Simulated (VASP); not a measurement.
Runs of VASP 6.6.1 on AlAs. Symmetry: F-43m, No. 216, cubic system. The conventional cell has a = 5.661 Å, b = 5.661 Å, c = 5.661 Å, α = 90.00°, β = 90.00°, γ = 90.00°. Within 3.2 Å of Al (site symmetry -43m) lie 4 As at 2.45 Å. As (site symmetry -43m) has 4 Al at 2.45 Å within 3.2 Å. 

```csv
k mesh,gap on the mesh (eV),pressure (GPa)
4 × 4 × 4,1.41,3.1
7 × 7 × 7,1.54,2.8
5 × 5 × 5,(a),2.8
2 × 2 × 2,1.26,(b)
```

Alike in all rows: task single point; level PBE; potentials or basis VASP PAW PBE potentials, release 64 (Al, As); no spin polarisation; cell as given; cutoff (eV) 500; smearing methfessel-paxton 0.01 eV.

**Question.** Estimate the missing entries.

**Answer.** (a) 1.64; (b) 8.0.

Caveats: some runs use coarse meshes.

A k mesh can miss the band edges, and the runs leave out spin-orbit coupling on As.
